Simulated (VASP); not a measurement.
# TaN in VASP: relaxation of the atoms with PBE

Aim: the relaxation of the atoms of TaN with PBE.

All numbers are computed with VASP 6.6.1; they aren't measurements. Logs are shortened: lines on timing, memory, paths and dates and some standing lists are left out, and cuts for length are marked.

## (1) The cell of the first run

The cell holds a slab with vacuum, 24 atoms: a = 6.247 Å, b = 6.247 Å, c = 20.417 Å, α = 90.00°, β = 90.00°, γ = 90.00°.

## (2) Relaxation of the atoms, PBE

The input, INCAR:

```
PREC = Accurate
ENCUT = 520
EDIFF = 1E-6
ISMEAR = 0
SIGMA = 0.1
LREAL = Auto
LASPH = T
NELM = 80
ALGO = Normal
ISIF = 2
LWAVE = F
LCHARG = F
LDIPOL = T
IDIPOL = 3
DIPOL = 0.5 0.5 0.500
GGA = PE
IBRION = 2
NSW = 90
EDIFFG = -0.03
LUSENCCL = F
```

The input, KPOINTS:

```
regular mesh
0
Gamma
  3 3 1
```

The input, POSCAR:

```
TaN
1.0
    6.2469625124      0.0000000000      0.0000000000
    0.0000000000      6.2469625124      0.0000000000
    0.0000000000      0.0000000000     20.4172695543
Ta N
12 12
Selective dynamics
Direct
    0.5000000000      0.5000000000      0.3918251644  F F F
    0.5000000000      0.0000000000      0.3918251644  F F F
    0.0000000000      0.5000000000      0.3918251644  F F F
    0.0000000000      0.0000000000      0.3918251644  F F F
    0.7500000000      0.7500000000      0.5000000000  T T T
    0.7500000000      0.2500000000      0.5000000000  T T T
    0.2500000000      0.7500000000      0.5000000000  T T T
    0.2500000000      0.2500000000      0.5000000000  T T T
    0.0000000000      0.0000000000      0.6081748356  T T T
    0.0000000000      0.5000000000      0.6081748356  T T T
    0.5000000000      0.0000000000      0.6081748356  T T T
    0.5000000000      0.5000000000      0.6081748356  T T T
    0.2500000000      0.2500000000      0.3918251644  F F F
    0.2500000000      0.7500000000      0.3918251644  F F F
    0.7500000000      0.2500000000      0.3918251644  F F F
    0.7500000000      0.7500000000      0.3918251644  F F F
    0.5000000000      0.5000000000      0.5000000000  T T T
    0.5000000000      0.0000000000      0.5000000000  T T T
    0.0000000000      0.5000000000      0.5000000000  T T T
    0.0000000000      0.0000000000      0.5000000000  T T T
    0.7500000000      0.7500000000      0.6081748356  T T T
    0.7500000000      0.2500000000      0.6081748356  T T T
    0.2500000000      0.7500000000      0.6081748356  T T T
    0.2500000000      0.2500000000      0.6081748356  T T T
```

Potentials or basis: VASP PAW PBE potentials, release 64 (Ta_pv, N).

Command:

```
> cat potpaw_PBE.64/Ta_pv/POTCAR potpaw_PBE.64/N/POTCAR > POTCAR
> mpirun -np 1 vasp_std > vasp.out
```

OUTCAR:

```text
PREC = Accurate
   ENCUT = 520
   EDIFF = 1E-6
   ISMEAR = 0
   LREAL = Auto
   LASPH = T
   NELM = 80
   ISIF = 2
   GGA = PE
   IBRION = 2
   NSW = 90
   EDIFFG = -0.03

 ion  position               nearest neighbor table
   1  0.500  0.500  0.392-  13 2.21  14 2.21  15 2.21  16 2.21  17 2.21   3 3.12   2 3.12   2 3.12
                             3 3.12   8 3.12   5 3.12   6 3.12   7 3.12
   2  0.500  0.000  0.392-  13 2.21  14 2.21  15 2.21  16 2.21  18 2.21   4 3.12   1 3.12   1 3.12
                             4 3.12   8 3.12   5 3.12   6 3.12   7 3.12
   3  0.000  0.500  0.392-  13 2.21  14 2.21  15 2.21  16 2.21  19 2.21   4 3.12   1 3.12   4 3.12
                             1 3.12   8 3.12   5 3.12   6 3.12   7 3.12
   4  0.000  0.000  0.392-  13 2.21  14 2.21  15 2.21  16 2.21  20 2.21   3 3.12   2 3.12   3 3.12
                             2 3.12   8 3.12   5 3.12   6 3.12   7 3.12
   5  0.750  0.750  0.500-  17 2.21  18 2.21  19 2.21  20 2.21  16 2.21  21 2.21   6 3.12   7 3.12
                             6 3.12   7 3.12   3 3.12   4 3.12   1 3.12   2 3.12   9 3.12  10 3.12
   6  0.750  0.250  0.500-  17 2.21  18 2.21  19 2.21  20 2.21  15 2.21  22 2.21   5 3.12   8 3.12
                             5 3.12   8 3.12   3 3.12   4 3.12   1 3.12   2 3.12   9 3.12  10 3.12
   7  0.250  0.750  0.500-  17 2.21  18 2.21  19 2.21  20 2.21  14 2.21  23 2.21   5 3.12   8 3.12
                             8 3.12   5 3.12   3 3.12   4 3.12   1 3.12   2 3.12   9 3.12  10 3.12
   8  0.250  0.250  0.500-  17 2.21  18 2.21  19 2.21  20 2.21  13 2.21  24 2.21   6 3.12   7 3.12
                             7 3.12   6 3.12   3 3.12   4 3.12   1 3.12   2 3.12   9 3.12  10 3.12
   9  0.000  0.000  0.608-  21 2.21  22 2.21  23 2.21  24 2.21  20 2.21  11 3.12  10 3.12  10 3.12
[... 26 lines left out ...]
 A1 = (   6.2469625124,   0.0000000000,   0.0000000000)
 A2 = (   0.0000000000,   6.2469625124,   0.0000000000)
 A3 = (   0.0000000000,   0.0000000000,  20.4172695543)

Analysis of symmetry for initial positions (statically):
=====================================================================
 Subroutine PRICEL returns following result:

  LATTYP: Found a simple tetragonal cell.
 ALAT       =     3.1234812562
 C/A-ratio  =     6.5367030821
[... 12 lines left out ...]
 Subroutine GETGRP returns: Found 16 space group operations
 (whereof 16 operations were pure point group operations)
 out of a pool of 16 trial point group operations.

The static configuration has the point symmetry D_4h.

Analysis of symmetry for dynamics (positions and initial velocities):
=====================================================================
 Subroutine PRICEL returns following result:

  LATTYP: Found a simple tetragonal cell.
 ALAT       =     3.1234812562
 C/A-ratio  =     6.5367030821
[... 12 lines left out ...]
 Subroutine GETGRP returns: Found 16 space group operations
 (whereof 16 operations were pure point group operations)
 out of a pool of 16 trial point group operations.

The dynamic configuration has the point symmetry D_4h.

Analysis of constrained symmetry for selective dynamics:
=====================================================================
 Subroutine PRICEL returns following result:

  LATTYP: Found a simple tetragonal cell.
 ALAT       =     3.1234812562
 C/A-ratio  =     6.5367030821
[... 12 lines left out ...]
 Subroutine GETGRP returns: Found  8 space group operations
 (whereof  8 operations were pure point group operations)
 out of a pool of 16 trial point group operations.

The constrained configuration has the point symmetry C_4v.

 Subroutine INISYM returns: Found  8 space group operations
 (whereof  8 operations are pure point group operations),
 and found     4 'primitive' translations

----------------------------------------------------------------------------------------

                                     Primitive cell

  volume of cell :     199.1936

  direct lattice vectors                    reciprocal lattice vectors
     3.123481256  0.000000000  0.000000000     0.320155595  0.000000000  0.000000000
     0.000000000  3.123481256  0.000000000     0.000000000  0.320155595  0.000000000
[... 77 lines left out ...]
   ISIF   =      2    stress and relaxation
   ISYM   =      2    0-nonsym 1-usesym 2-fastsym
   POTIM  = 0.5000    time-step for ionic-motion
   TEBEG  =    0.0;   TEEND  =   0.0 temperature during run
   PSTRESS=    0.0 pullay stress
   NELECT =     192.0000    total number of electrons
   NUPDOWN=      -1.0000    fix difference up-down
   EMIN   =  10.00;   EMAX   =-10.00  energy-range for DOS
   EFERMI =   0.00;   METHOD = LEGACY
   ISMEAR =     0;   SIGMA  =   0.10  broadening in eV -4-tet -1-fermi 0-gaus
   EFERMI_NEDOS =   21; number of points for ismear=-14 and -15
   IALGO  =     38    algorithm
   IMIX   =      4    mixing-type and parameters
     AMIX     =   0.40;   BMIX     =  1.00
     AMIX_MAG =   1.60;   BMIX_MAG =  1.00
  volume/ion in A,a.u.               =      33.20       224.04
  Fermi-wavevector in a.u.,A,eV,Ry     =   1.018740  1.925140 14.120555  1.037831
  Thomas-Fermi vector in A             =   2.152215
   LORBIT       =      0    0 simple, 1 ext, 2 COOP (PROOUT), +10 PAW based schemes
   GGA     = PE    functional components
   LHFCALC =     F    Hartree Fock is set to
   AEXX    =    0.0000 exact exchange contribution
   IVDW    =     0    specifies the selected vdW correction
   LEPSILON=     F    determine dielectric tensor
   LRPA    =     F    only Hartree local field effects (RPA)
 conjugate gradient relaxation of ions
 non-spin polarized calculation
 Gauss-broadening in eV      SIGMA  =   0.10
  energy-cutoff  :      520.00
  volume of cell :      796.77
 maximum number of plane-waves:     21527
 NGX is ok and might be reduce to    48
   NGX = 23   NGY = 23   NGZ = 75

--------------------------------------- Ionic step        1  -------------------------------------------

 number of electron     192.0000003 magnetization

 Free energy of the ion-electron system (eV)
  ---------------------------------------------------
  ext. energy  EPLUGINS =         0.00000000
  ---------------------------------------------------
  free energy    TOTEN  =      -253.99597717 eV

  energy without entropy =     -253.90736414  energy(sigma->0) =     -253.95167066

------------------------ aborting loop because EDIFF is reached ----------------------------------------

  FORCE on cell =-STRESS in cart. coord.  units (eV):
  Direction    XX          YY          ZZ          XY          YZ          ZX
  --------------------------------------------------------------------------------------
  -------------------------------------------------------------------------------------
  Total      -36.1592757    -36.1592757      3.9502381      0.0000000      0.0000000      0.0000000
  in kB      -72.7101169    -72.7101169      7.9432529      0.0000000      0.0000000      0.0000000
  external PRESSURE =     -45.8256603 kB  Pullay stress =       0.0000000 kB
[... 97 lines left out ...]
  FREE ENERGIE OF THE ION-ELECTRON SYSTEM (eV)
  ---------------------------------------------------
  free  energy   TOTEN  =      -254.6864924969 eV

  energy  without entropy=     -254.5537829788  energy(sigma->0) =     -254.62013774

 dipolmoment           0.000000      0.000000      0.063128 electrons x Angstroem

--------------------------------------- Ionic step        3  -------------------------------------------

 number of electron     192.0000004 magnetization

------------------------ aborting loop because EDIFF is reached ----------------------------------------
[... 47 lines left out ...]
  FREE ENERGIE OF THE ION-ELECTRON SYSTEM (eV)
  ---------------------------------------------------
  free  energy   TOTEN  =      -254.8955993686 eV

  energy  without entropy=     -254.7671577740  energy(sigma->0) =     -254.83137857

[... ionic steps 4 to 8 ...]

--------------------------------------- Ionic step        9  -------------------------------------------

 number of electron     192.0000002 magnetization

------------------------ aborting loop because EDIFF is reached ----------------------------------------

 vacuum level on the upper side and lower side of the slab       (xc-potential included)        -0.456        -0.012

  FORCE on cell =-STRESS in cart. coord.  units (eV):
  Direction    XX          YY          ZZ          XY          YZ          ZX
  --------------------------------------------------------------------------------------
  -------------------------------------------------------------------------------------
  Total      -38.2453733    -38.2453733      0.0148946      0.0000000      0.0000000      0.0000000
  in kB      -76.9049022    -76.9049022      0.0299504      0.0000000      0.0000000      0.0000000
  external PRESSURE =     -51.2599513 kB  Pullay stress =       0.0000000 kB
[... 103 lines left out ...]
--------------------------------------- Ionic step       11  -------------------------------------------

 number of electron     192.0000001 magnetization

 dipolmoment           0.000000      0.000000     -0.099596 electrons x Angstroem

 Free energy of the ion-electron system (eV)
  ---------------------------------------------------
  ext. energy  EPLUGINS =         0.00000000
  ---------------------------------------------------
  free energy    TOTEN  =      -255.05927664 eV

  energy without entropy =     -254.92267541  energy(sigma->0) =     -254.99097602

 E-fermi :   0.6235     XC(G=0):  -5.4031

 val. band max:        0.5749712537   @ k =   0.3333   0.0000   0.0000
 cond. band min:       0.6332635993   @ k =   0.0000   0.0000   0.0000
 fundamental gap:      0.0582923456
 Fermi energy:         0.6234843470

 k-point     1 :       0.0000    0.0000    0.0000
  band No.  band energies     occupation
      1     -35.7958      2.00000
      2     -35.7958      2.00000
      3     -35.7816      2.00000
      4     -35.7816      2.00000
      5     -35.7060      2.00000
      6     -35.7060      2.00000
[... 322 lines left out ...]
    107       1.7765      0.00000
    108       1.8729      0.00000
 [bands above 108 left out]

------------------------ aborting loop because EDIFF is reached ----------------------------------------

 vacuum level on the upper side and lower side of the slab       (xc-potential included)        -0.392         0.082

  FORCE on cell =-STRESS in cart. coord.  units (eV):
  Direction    XX          YY          ZZ          XY          YZ          ZX
  --------------------------------------------------------------------------------------
  -------------------------------------------------------------------------------------
  Total      -38.2903856    -38.2903856     -0.0939578      0.0000000      0.0000000      0.0000000
  in kB      -76.9954143    -76.9954143     -0.1889331      0.0000000      0.0000000      0.0000000
  external PRESSURE =     -51.3932539 kB  Pullay stress =       0.0000000 kB
[... 39 lines left out ...]
  FREE ENERGIE OF THE ION-ELECTRON SYSTEM (eV)
  ---------------------------------------------------
  free  energy   TOTEN  =      -255.0592766357 eV

  energy  without entropy=     -254.9226754142  energy(sigma->0) =     -254.99097602

 reached required accuracy - stopping structural energy minimisation

 vacuum level on the upper side and lower side of the slab         3.836         4.317
```

Run time: 11 min. Hardware: 1 × NVIDIA H100 80GB with 1 thread of AMD EPYC 7R13 (Zen 3), shared host; peak memory 1.6 GiB.

What came out:

* Free energy: -255.0593 eV
* Energy gained by relaxing: 44.3 meV/atom
* Ionic steps: 11
* Band gap on the k mesh: zero (bands 96 and 97 overlap by 0.35 eV)

Step by step:
```tsv
step	energy change (eV)	largest force on free atoms (eV/Å)	pressure (GPa)
1	0.0000	1.6547	-4.58
2	-0.6905	0.9121	-4.52
3	-0.8996	0.7793	-4.33
4	-1.0270	0.2528	-4.68
5	-1.0406	0.2240	-4.80
6	-1.0546	0.0959	-4.84
7	-1.0581	0.0695	-4.87
8	-1.0601	0.0565	-4.94
9	-1.0627	0.0419	-5.13
10	-1.0631	0.0363	-5.15
11	-1.0633	0.0106	-5.14
```

Final structure:
```
Ta N
1.0
     6.24696    0.00000    0.00000
     0.00000    6.24696    0.00000
     0.00000    0.00000   20.41727
Ta N
12 12
Cartesian
  3.1235 3.1235 8.0000
  3.1235 0.0000 8.0000
  0.0000 3.1235 8.0000
  0.0000 0.0000 8.0000
  4.6852 4.6852 10.2688
  4.6852 1.5617 10.2688
  1.5617 4.6852 10.2688
  1.5617 1.5617 10.2688
  0.0000 0.0000 12.3205
  0.0000 3.1235 12.3205
  3.1235 0.0000 12.3205
  3.1235 3.1235 12.3205
  1.5617 1.5617 8.0000
  1.5617 4.6852 8.0000
  4.6852 1.5617 8.0000
  4.6852 4.6852 8.0000
  3.1235 3.1235 10.1578
  3.1235 0.0000 10.1578
  0.0000 3.1235 10.1578
  0.0000 0.0000 10.1578
  4.6852 4.6852 12.6327
  4.6852 1.5617 12.6327
  1.5617 4.6852 12.6327
  1.5617 1.5617 12.6327
```

Caveat: spin-orbit coupling is left out, which moves the levels of the heavy elements.

The gap in the log of VASP goes by the Fermi energy; the results here count the filled bands.